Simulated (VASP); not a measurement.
# AlN (a.bB) (F-43m) in VASP: a series of runs

The runs below take AlN (a.bB) through single point, with PBEsol.

All numbers are computed with VASP 6.6.1; they aren't measurements. Logs are shortened: lines on timing, memory, paths and dates and some standing lists are left out, and cuts for length are marked.

## (1) The cell of the first run

It takes space group F-43m (No. 216, cubic). Conventional cell: a = 4.377 Å, b = 4.377 Å, c = 4.377 Å, α = 90.00°, β = 90.00°, γ = 90.00°. Al (site symmetry -43m) has 4 N at 1.90 Å within 2.5 Å. Within 2.5 Å of N (site symmetry -43m) lie 4 Al at 1.90 Å.

## (2) Single point, PBEsol

Input file INCAR:

```
ALGO = Normal ; EDIFF = 1E-6
ENCUT = 600 ; GGA = PS
GGA_COMPAT = False ; ISIF = 2
ISMEAR = 0 ; LASPH = True
LCHARG = False ; LREAL = False
LWAVE = False ; NBANDS = 11
NELM = 120 ; PREC = Accurate
SIGMA = 0.02
```

Input file KPOINTS:

```
k-points
0
Gamma
  10 10 10
```

Input file POSCAR:

```
AlN
1.0
    0.0000000000      2.1886939076      2.1886939076
    2.1886939076      0.0000000000      2.1886939076
    2.1886939076      2.1886939076      0.0000000000
Al N
1 1
Direct
    0.0000000000      0.0000000000      0.0000000000
    0.2500000000      0.2500000000      0.2500000000
```

Potentials or basis: VASP PAW PBE potentials, release 64 (Al, N).

Started as:

```
$ cat potpaw_PBE.64/Al/POTCAR potpaw_PBE.64/N/POTCAR > POTCAR
$ mpirun -np 1 vasp_std > vasp.out
```

OUTCAR:

```text
EDIFF = 1E-6
   ENCUT = 600
   GGA = PS
   ISIF = 2
   ISMEAR = 0
   LASPH = True
   LREAL = False
   NELM = 120
   PREC = Accurate

 ion  position               nearest neighbor table
   1  0.000  0.000  0.000-   2 1.90   2 1.90   2 1.90   2 1.90
   2  0.250  0.250  0.250-   1 1.90   1 1.90   1 1.90   1 1.90

  LATTYP: Found a face centered cubic cell.
 ALAT       =     4.3773878152

  Lattice vectors:

 A1 = (   0.0000000000,   2.1886939076,   2.1886939076)
 A2 = (   2.1886939076,   0.0000000000,   2.1886939076)
 A3 = (   2.1886939076,   2.1886939076,   0.0000000000)

Analysis of symmetry for initial positions (statically):
=====================================================================
 Subroutine PRICEL returns:
 Original cell was already a primitive cell.

 Routine SETGRP: Setting up the symmetry group for a
 face centered cubic supercell.

 Subroutine GETGRP returns: Found 24 space group operations
 (whereof 24 operations were pure point group operations)
 out of a pool of 48 trial point group operations.

The static configuration has the point symmetry T_d .

Analysis of symmetry for dynamics (positions and initial velocities):
=====================================================================
 Subroutine PRICEL returns:
 Original cell was already a primitive cell.

 Routine SETGRP: Setting up the symmetry group for a
 face centered cubic supercell.

 Subroutine GETGRP returns: Found 24 space group operations
 (whereof 24 operations were pure point group operations)
 out of a pool of 48 trial point group operations.

The dynamic configuration has the point symmetry T_d .

 Subroutine INISYM returns: Found 24 space group operations
 (whereof 24 operations are pure point group operations),
 and found     1 'primitive' translations

----------------------------------------------------------------------------------------

                                     Primitive cell

  volume of cell :      20.9694

  direct lattice vectors                    reciprocal lattice vectors
     0.000000000  2.188693908  2.188693908    -0.228446745  0.228446745  0.228446745
     2.188693908  0.000000000  2.188693908     0.228446745 -0.228446745  0.228446745
     2.188693908  2.188693908  0.000000000     0.228446745  0.228446745 -0.228446745

  length of vectors
     3.095280608  3.095280608  3.095280608     0.395681370  0.395681370  0.395681370

  position of ions in fractional coordinates (direct lattice)
     0.000000000  0.000000000  0.000000000
     0.250000000  0.250000000  0.250000000

  ion indices of the primitive-cell ions
   primitive index   ion index
                 1           1
                 2           2

----------------------------------------------------------------------------------------

 KPOINTS: k-points

Automatic generation of k-mesh.
 Grid dimensions read from file:
 generate k-points for:   10   10   10

 Generating k-lattice:

  Cartesian coordinates                     Fractional coordinates (reciprocal lattice)
    -0.022844675  0.022844675  0.022844675     0.100000000  0.000000000  0.000000000
     0.022844675 -0.022844675  0.022844675     0.000000000  0.100000000  0.000000000
     0.022844675  0.022844675 -0.022844675     0.000000000  0.000000000  0.100000000

  Length of vectors
     0.039568137  0.039568137  0.039568137

  Shift w.r.t. Gamma in fractional coordinates (k-lattice)
     0.000000000  0.000000000  0.000000000

 Subroutine IBZKPT returns following result:
 ===========================================

 Found     47 irreducible k-points:

 Following reciprocal coordinates:
            Coordinates               Weight
  0.000000  0.000000  0.000000      1.000000
  0.100000  0.000000  0.000000      8.000000
  0.200000  0.000000  0.000000      8.000000
  0.300000  0.000000  0.000000      8.000000
  0.400000  0.000000  0.000000      8.000000
  0.500000  0.000000  0.000000      4.000000
[... 16 lines left out ...]
  0.300000  0.300000  0.000000      6.000000
  0.400000  0.300000  0.000000     24.000000
 [... further k-points ...]
   k-points           NKPTS =     47   k-points in BZ     NKDIM =     47   number of bands    NBANDS=     11
   number of dos      NEDOS =    301   number of ions     NIONS =      2
   total plane-waves  NPLWV =  21952
   dimension x,y,z NGX =    28 NGY =   28 NGZ =   28
   dimension x,y,z NGXF=    56 NGYF=   56 NGZF=   56
   ions per type =               1   1
   NGX,Y,Z   is equivalent  to a cutoff of  15.04, 15.04, 15.04 a.u.
   NGXF,Y,Z  is equivalent  to a cutoff of  30.08, 30.08, 30.08 a.u.
 SYSTEM =  unknown system
   PREC   = accura    normal or accurate (medium, high low for compatibility)
   ISTART =      0    job   : 0-new  1-cont  2-samecut
   ICHARG =      2    charge: 1-file 2-atom 10-const
   ISPIN  =      1    spin polarized calculation?
   LNONCOLLINEAR =      F non collinear calculations
   LSORBIT =      F    spin-orbit coupling
   LASPH  =      T    aspherical Exc in radial PAW
   ENCUT  =  600.0 eV  44.10 Ry    6.64 a.u.   6.18  6.18  6.18*2*pi/ulx,y,z
   NELM   =    120;   NELMIN=  2; NELMDL= -5     # of ELM steps
   EDIFF  = 0.1E-05   stopping-criterion for ELM
   LREAL  =      F    real-space projection
   EDIFFG = 0.1E-04   stopping-criterion for IOM
   NSW    =      0    number of steps for IOM
   IBRION =     -1    ionic relax: 0-MD 1-quasi-New 2-CG
   NFREE  =      0    steps in history (QN), initial steepest desc. (CG)
   ISIF   =      2    stress and relaxation
   ISYM   =      2    0-nonsym 1-usesym 2-fastsym
   POTIM  = 0.5000    time-step for ionic-motion
   TEBEG  =    0.0;   TEEND  =   0.0 temperature during run
   PSTRESS=    0.0 pullay stress
   NELECT =       8.0000    total number of electrons
   NUPDOWN=      -1.0000    fix difference up-down
   EMIN   =  10.00;   EMAX   =-10.00  energy-range for DOS
   EFERMI =   0.00;   METHOD = LEGACY
   ISMEAR =     0;   SIGMA  =   0.02  broadening in eV -4-tet -1-fermi 0-gaus
   EFERMI_NEDOS =   21; number of points for ismear=-14 and -15
   IALGO  =     38    algorithm
   IMIX   =      4    mixing-type and parameters
     AMIX     =   0.40;   BMIX     =  1.00
     AMIX_MAG =   1.60;   BMIX_MAG =  1.00
  volume/ion in A,a.u.               =      10.48        70.75
  Fermi-wavevector in a.u.,A,eV,Ry     =   1.187344  2.243754 19.181291  1.409785
  Thomas-Fermi vector in A             =   2.323497
   LORBIT       =      0    0 simple, 1 ext, 2 COOP (PROOUT), +10 PAW based schemes
   GGA     = PS    functional components
   LHFCALC =     F    Hartree Fock is set to
   AEXX    =    0.0000 exact exchange contribution
   IVDW    =     0    specifies the selected vdW correction
   LEPSILON=     F    determine dielectric tensor
   LRPA    =     F    only Hartree local field effects (RPA)
 non-spin polarized calculation
 Gauss-broadening in eV      SIGMA  =   0.02
  energy-cutoff  :      600.00
  volume of cell :       20.97
 maximum number of plane-waves:       725
 NGX is ok and might be reduce to    28
   NGX = 13   NGY = 13   NGZ = 13

 number of electron       7.9999999 magnetization

 Free energy of the ion-electron system (eV)
  ---------------------------------------------------
  ext. energy  EPLUGINS =         0.00000000
  ---------------------------------------------------
  free energy    TOTEN  =       -15.61303207 eV

  energy without entropy =      -15.61303207  energy(sigma->0) =      -15.61303207

 E-fermi :   5.9314     XC(G=0): -11.1011

 val. band max:        5.8171947000   @ k =   0.0000   0.0000   0.0000
 cond. band min:       9.0013563853   @ k =   0.5000   0.5000   0.0000
 fundamental gap:      3.1841616853
 Fermi energy:         5.9313728641

 k-point     1 :       0.0000    0.0000    0.0000
  band No.  band energies     occupation
      1      -9.1041      2.00000
      2       5.8172      2.00000
      3       5.8172      2.00000
      4       5.8172      2.00000
      5       9.8936      0.00000
      6      18.2231      0.00000
      7      18.2231      0.00000
      8      18.2231      0.00000
      9      23.3533      0.00000
     10      23.3533      0.00000
     11      24.6930      0.00000

 k-point     2 :       0.1000    0.0000    0.0000
  band No.  band energies     occupation
      1      -8.9571      2.00000
      2       4.9970      2.00000
      3       5.7653      2.00000
      4       5.7653      2.00000
      5      10.5595      0.00000
      6      17.8325      0.00000
      7      18.3566      0.00000
      8      18.3566      0.00000
      9      22.0824      0.00000
     10      22.0824      0.00000
     11      23.8870      0.00000

 k-point     3 :       0.2000    0.0000    0.0000
  band No.  band energies     occupation
      1      -8.5385      2.00000
      2       3.3853      2.00000
      3       5.6361      2.00000
      4       5.6361      2.00000
      5      11.6798      0.00000
      6      17.0316      0.00000
      7      18.2866      0.00000
      8      18.2866      0.00000
      9      21.5489      0.00000
     10      21.5489      0.00000
     11      23.0158      0.00000

 k-point     4 :       0.3000    0.0000    0.0000
  band No.  band energies     occupation
      1      -7.9293      2.00000
      2       1.7347      2.00000
      3       5.4881      2.00000
      4       5.4881      2.00000
      5      12.5095      0.00000
      6      16.2769      0.00000
      7      17.6273      0.00000
      8      17.6273      0.00000
      9      22.6004      0.00000
     10      22.6004      0.00000
     11      22.8269      0.00000

 k-point     5 :       0.4000    0.0000    0.0000
  band No.  band energies     occupation
      1      -7.3179      2.00000
      2       0.4443      2.00000
      3       5.3766      2.00000
      4       5.3766      2.00000
      5      12.9260      0.00000
      6      15.7418      0.00000
      7      17.0310      0.00000
      8      17.0310      0.00000
      9      23.2430      0.00000
     10      24.4151      0.00000
     11      24.4151      0.00000
[... 211 lines left out ...]
 k-point    21 :      -0.3000    0.2000    0.0000
  band No.  band energies     occupation
      1      -7.1629      2.00000
      2       1.1905      2.00000
      3       3.6076      2.00000
      4       5.2962      2.00000
      5      13.5758      0.00000
      6      14.7245      0.00000
      7      17.4471      0.00000
      8      17.9748      0.00000
      9      22.0389      0.00000
     10      24.3165      0.00000
     11      26.8988      0.00000

 k-point    22 :      -0.2000    0.2000    0.0000
  band No.  band energies     occupation
      1      -7.7293      2.00000
      2       2.0393      2.00000
      3       4.1141      2.00000
      4       5.5624      2.00000
      5      13.2541      0.00000
      6      15.6194      0.00000
      7      17.0594      0.00000
      8      18.1667      0.00000
      9      20.6234      0.00000
     10      24.0507      0.00000
     11      26.9617      0.00000

 k-point    23 :       0.3000    0.3000    0.0000
  band No.  band energies     occupation
      1      -7.5513      2.00000
      2       2.2856      2.00000
      3       4.5711      2.00000
      4       4.5711      2.00000
      5      11.0183      0.00000
      6      15.3499      0.00000
      7      17.5441      0.00000
      8      20.1487      0.00000
      9      20.1487      0.00000
     10      26.0328      0.00000
     11      29.3687      0.00000

 k-point    24 :       0.4000    0.3000    0.0000
  band No.  band energies     occupation
      1      -7.0840      2.00000
      2       1.6492      2.00000
      3       4.1042      2.00000
      4       4.4070      2.00000
      5      10.6027      0.00000
      6      15.1828      0.00000
      7      17.9141      0.00000
      8      20.2344      0.00000
      9      20.7373      0.00000
     10      26.9411      0.00000
     11      29.1687      0.00000

 [... further k-points ...]

------------------------ aborting loop because EDIFF is reached ----------------------------------------

  FORCE on cell =-STRESS in cart. coord.  units (eV):
  Direction    XX          YY          ZZ          XY          YZ          ZX
  --------------------------------------------------------------------------------------
  -------------------------------------------------------------------------------------
  Total       -0.0161675     -0.0161675     -0.0161675      0.0000000      0.0000000      0.0000000
  in kB       -1.2352916     -1.2352916     -1.2352916      0.0000000      0.0000000      0.0000000
  external PRESSURE =      -1.2352916 kB  Pullay stress =       0.0000000 kB

 VOLUME and BASIS-vectors are now :
 -----------------------------------------------------------------------------
  energy-cutoff  :      600.00
  volume of cell :       20.97
      direct lattice vectors                 reciprocal lattice vectors
     0.000000000  2.188693908  2.188693908    -0.228446745  0.228446745  0.228446745
     2.188693908  0.000000000  2.188693908     0.228446745 -0.228446745  0.228446745
     2.188693908  2.188693908  0.000000000     0.228446745  0.228446745 -0.228446745

 POSITION                                       TOTAL-FORCE (eV/Angst)
 -----------------------------------------------------------------------------------
      0.00000      0.00000      0.00000        -0.000000     -0.000000     -0.000000
      1.09435      1.09435      1.09435         0.000000      0.000000      0.000000
 -----------------------------------------------------------------------------------
    total drift:                                0.000000      0.000000      0.000000

  FREE ENERGIE OF THE ION-ELECTRON SYSTEM (eV)
  ---------------------------------------------------
  free  energy   TOTEN  =       -15.6130320669 eV

  energy  without entropy=      -15.6130320669  energy(sigma->0) =      -15.61303207
```

Run time: 32 s. Hardware: 1 thread of AMD EPYC 7R13, shared host; peak memory 0.12 GiB.

Results:

* Free energy: -15.6130 eV
* Pressure: -0.1 GPa
* Band gap on the k mesh: 3.18 eV, indirect (least direct gap 4.08 eV)

Levels at points of the mesh, in eV from the valence-band top:
| k point | band 2 | band 3 | band 4 | band 5 | band 6 | band 7 |
| --- | --- | --- | --- | --- | --- | --- |
| (0.00, 0.00, 0.00) | 0.00 | 0.00 | 0.00 | 4.08 | 12.41 | 12.41 |
| (0.50, 0.00, 0.00) | -5.89 | -0.48 | -0.48 | 7.23 | 9.72 | 11.00 |
| (0.50, 0.50, 0.00) | -4.93 | -1.78 | -1.78 | 3.18 | 8.44 | 13.79 |

Caveat: the PAW data sets were made with another functional, which shifts forces and pressure a little. As with any semilocal functional, this PBEsol gap is likely too small.

## (3) Single point, PBEsol

Input file INCAR:

```
SYSTEM = AlN
PREC = Accurate
ENCUT = 600
EDIFF = 1E-6
ISMEAR = 0
SIGMA = 0.02
LREAL = .FALSE.
LASPH = .TRUE.
NELM = 120
ALGO = Normal
ISIF = 2
LWAVE = .FALSE.
LCHARG = .FALSE.
GGA = PS
NBANDS = 11
GGA_COMPAT = .FALSE.
```

Input file KPOINTS:

```
regular mesh
0
G
  10 10 10
  0 0 0
```

POSCAR is that of step 2.

Potentials or basis: VASP PAW PBE potentials, release 64 (Al, N).

Started as:

```
$ cat potpaw_PBE.64/Al/POTCAR potpaw_PBE.64/N/POTCAR > POTCAR
$ mpirun -np 1 vasp_std > vasp.out
```

Run time: 33 s. Hardware: 1 thread of AMD EPYC 7R13, shared host; peak memory 0.12 GiB.

It converged, with:

| Quantity | Value |
| --- | --- |
| Free energy | -15.6130 eV |
| Pressure | -0.1 GPa |
| Band gap on the k mesh | 3.18 eV, indirect (least direct gap 4.08 eV) |

Levels at points of the mesh, in eV from the valence-band top:
| k point | band 1 | band 2 | band 3 | band 4 | band 5 | band 6 | band 7 | band 8 |
| --- | --- | --- | --- | --- | --- | --- | --- | --- |
| (0.00, 0.00, 0.00) | -14.92 | 0.00 | 0.00 | 0.00 | 4.08 | 12.41 | 12.41 | 12.41 |
| (0.50, 0.00, 0.00) | -12.86 | -5.89 | -0.48 | -0.48 | 7.23 | 9.72 | 11.00 | 11.00 |
| (0.50, 0.50, 0.00) | -12.22 | -4.93 | -1.78 | -1.78 | 3.18 | 8.44 | 13.79 | 15.55 |

Caveat: the PAW data sets were made with another functional, which shifts forces and pressure a little. PBEsol gaps usually lie below the measured ones, often by a third to a half.

## (4) Single point, PBEsol

Input file INCAR:

```
ALGO = Normal
EDIFF = 1E-6
ENCUT = 600
GGA = PS
GGA_COMPAT = F
ISIF = 2
ISMEAR = 0
LASPH = T
LCHARG = T
LELF = T
LREAL = F
LVHAR = T
LWAVE = F
NBANDS = 11
NELM = 120
PREC = Accurate
SIGMA = 0.1
```

Input file KPOINTS:

```
k-points
0
Gamma
  8 8 8
```

Input file POSCAR:

```
AlN
1.0
    0.0000000000      2.1900000000      2.1900000000
    2.1900000000      0.0000000000      2.1900000000
    2.1900000000      2.1900000000      0.0000000000
Al N
1 1
Direct
    0.0000000000      0.0000000000      0.0000000000
    0.2500000000      0.2500000000      0.2500000000
```

Potentials or basis: VASP PAW PBE potentials, release 64 (Al, N).

Started as:

```
$ cat potpaw_PBE.64/Al/POTCAR potpaw_PBE.64/N/POTCAR > POTCAR
$ mpirun -np 1 vasp_std > vasp.out
```

OUTCAR:

```text
EDIFF = 1E-6
   ENCUT = 600
   GGA = PS
   ISIF = 2
   ISMEAR = 0
   LASPH = T
   LREAL = F
   NELM = 120
   PREC = Accurate

 ion  position               nearest neighbor table
   1  0.000  0.000  0.000-   2 1.90   2 1.90   2 1.90   2 1.90
   2  0.250  0.250  0.250-   1 1.90   1 1.90   1 1.90   1 1.90

  LATTYP: Found a face centered cubic cell.
 ALAT       =     4.3800000000

  Lattice vectors:

 A1 = (   0.0000000000,   2.1900000000,   2.1900000000)
[... 523 lines left out ...]
------------------------ aborting loop because EDIFF is reached ----------------------------------------

  FORCE on cell =-STRESS in cart. coord.  units (eV):
  Direction    XX          YY          ZZ          XY          YZ          ZX
  --------------------------------------------------------------------------------------
  -------------------------------------------------------------------------------------
  Total       -0.0653745     -0.0653745     -0.0653745      0.0000000      0.0000000      0.0000000
  in kB       -4.9860483     -4.9860483     -4.9860483      0.0000000      0.0000000      0.0000000
  external PRESSURE =      -4.9860483 kB  Pullay stress =       0.0000000 kB

 VOLUME and BASIS-vectors are now :
 -----------------------------------------------------------------------------
  energy-cutoff  :      600.00
  volume of cell :       21.01
      direct lattice vectors                 reciprocal lattice vectors
     0.000000000  2.190000000  2.190000000    -0.228310502  0.228310502  0.228310502
     2.190000000  0.000000000  2.190000000     0.228310502 -0.228310502  0.228310502
     2.190000000  2.190000000  0.000000000     0.228310502  0.228310502 -0.228310502

 POSITION                                       TOTAL-FORCE (eV/Angst)
 -----------------------------------------------------------------------------------
      0.00000      0.00000      0.00000        -0.000000     -0.000000      0.000000
      1.09500      1.09500      1.09500         0.000000      0.000000     -0.000000
 -----------------------------------------------------------------------------------
    total drift:                                0.000000      0.000000      0.000000

  FREE ENERGIE OF THE ION-ELECTRON SYSTEM (eV)
  ---------------------------------------------------
  free  energy   TOTEN  =       -15.6128586171 eV

  energy  without entropy=      -15.6128586171  energy(sigma->0) =      -15.61285862
```

OSZICAR:

```text
N       E                     dE             d eps       ncg     rms          rms(c)
DAV:   1     0.148588822058E+02    0.14859E+02   -0.42737E+03   646   0.683E+02
DAV:   2    -0.166537040269E+02   -0.31513E+02   -0.30123E+02   753   0.160E+02
DAV:   3    -0.178232230858E+02   -0.11695E+01   -0.11657E+01   795   0.289E+01
DAV:   4    -0.178295921786E+02   -0.63691E-02   -0.63687E-02   740   0.224E+00
DAV:   5    -0.178296669313E+02   -0.74753E-04   -0.74752E-04   767   0.241E-01    0.824E+00
DAV:   6    -0.156535973212E+02    0.21761E+01   -0.10847E+01   786   0.170E+01    0.281E+00
DAV:   7    -0.156311820405E+02    0.22415E-01   -0.14704E-01   725   0.298E+00    0.199E+00
DAV:   8    -0.156140659354E+02    0.17116E-01   -0.27470E-02   707   0.166E+00    0.550E-01
DAV:   9    -0.156128493742E+02    0.12166E-02   -0.33176E-03   761   0.377E-01    0.226E-01
DAV:  10    -0.156128578939E+02   -0.85197E-05   -0.29904E-04   707   0.116E-01    0.185E-02
DAV:  11    -0.156128586171E+02   -0.72318E-06   -0.26532E-06   776   0.142E-02
   1 F= -.15612859E+02 E0= -.15612859E+02  d E =-.124150E-11
```

Run time: 8.9 s. Hardware: 1 thread of Intel Xeon Platinum 8488C (Sapphire Rapids), shared host; peak memory 0.14 GiB.

Results:

* Free energy: -15.6129 eV
* Pressure: -0.5 GPa
* Band gap on the k mesh: 3.18 eV, indirect (least direct gap 4.06 eV)

Caveat: the PAW data sets were made with another functional, which shifts forces and pressure a little.
